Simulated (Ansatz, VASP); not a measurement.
Two plane-wave programs on Re

Contents of POSCAR:

```
Re
1.0
    2.7663873939      0.0000000000      0.0000000000
   -1.3831936969      2.3957617598      0.0000000000
    0.0000000000      0.0000000000      8.9388451600
Re
4
Direct
    0.6666666667      0.3333333333      0.7500000000
    0.0000000000      0.0000000000      0.5000000000
    0.3333333333      0.6666666667      0.2500000000
    0.0000000000      0.0000000000      0.0000000000
```

File INCAR.step1:

```
SYSTEM = Re
  ALGO = Normal
  EDIFF = 1E-4
  ENCUT = 600
  GGA = PE
  ISMEAR = -1
  LASPH = .TRUE.
  LCHARG = .FALSE.
  LREAL = .FALSE.
  LWAVE = .TRUE.
  NELM = 80
  PREC = Accurate
  SIGMA = 0.05
```

The input INCAR.step2:

```
SYSTEM = Re
  ALGO = Normal
  EDIFF = 1E-7
  EDIFFG = -0.01
  ENCUT = 600
  IBRION = 2
  ISIF = 3
  ISMEAR = -1
  ISTART = 1
  IVDW = 12
  LASPH = .TRUE.
  LCHARG = .FALSE.
  LMIXTAU = .TRUE.
  LREAL = .FALSE.
  LWAVE = .FALSE.
  METAGGA = R2SCAN
  NELM = 80
  NSW = 60
  PREC = Accurate
  SIGMA = 0.05
  VDW_A1 = 0.49484001
  VDW_A2 = 5.73083694
  VDW_S6 = 1.0
  VDW_S8 = 0.78981345
```

File KPOINTS:

```
k-points
0
G
  11 11 3
  0 0 0
```

Contents of input.yaml:

```yaml
crystal:
  lattice:
    - [2.7663873939, 0.0, 0.0]
    - [-1.3831936969, 2.3957617598, 0.0]
    - [0.0, 0.0, 8.93884516]
  atoms:
    - { symbol: Re, position: [0.6666666667, 0.3333333333, 0.75] }
    - { symbol: Re, position: [0.0, 0.0, 0.5] }
    - { symbol: Re, position: [0.3333333333, 0.6666666667, 0.25] }
    - { symbol: Re, position: [0.0, 0.0, 0.0] }
hamiltonian:
  xc: r2scan
  pseudopotentials: { kind: paw }
  dispersion: d3bj
kpoints:
  mp_grid: { grid: [11, 11, 3] }
scf:
  occupations: { method: fermi_dirac, width: 0.05 }
output:
  forces: true
  stress: true
  write_density: true
  write_potential: true
  elf: true
  volumetric_format: npy
relax:
  f_tol: 0.01
  max_steps: 40
  cell: { stress_tol: 0.05 }
```

Alike in both runs: task relaxation of cell and atoms; functional r2SCAN; dispersion D3(BJ); k mesh 11 × 11 × 3; occupations fermi-dirac, width 0.05 eV; no spin polarisation.

```csv
,VASP,Ansatz
version,VASP 6.6.1,Ansatz 0.2.0
potentials or method,"VASP PAW PBE potentials, release 64 (Re)",Ansatz PAW
plane-wave cutoff (eV),600,500
valence electrons in the cell,28,60
```

VASP gave:

* gap on the k mesh at the Fermi level, each at its own relaxed structure (eV): none
* relaxed volume (Å³/atom): 14.57
* relaxed cell length with the largest relative difference (Å): 8.900

Estimate Ansatz's values.

gap on the k mesh at the Fermi level, each at its own relaxed structure (eV): none; relaxed volume (Å³/atom): 14.56; relaxed cell length with the largest relative difference (Å): 8.898.

VASP's potentials were made for PBE, not for r2SCAN. A gap of «none» marks a metal or a gap that the smearing closes. VASP's potentials hold 28 valence electrons a cell and Ansatz's 60, so a difference there can come from the potentials and not from the codes.

Spin-orbit coupling is off throughout. Noted on VASP's run: too few bands were computed for a metal, which touches its energy and stress. Noted on Ansatz's run: the plane-wave basis is chosen anew once the cell has moved, so the energies of steps on either side of that aren't comparable.
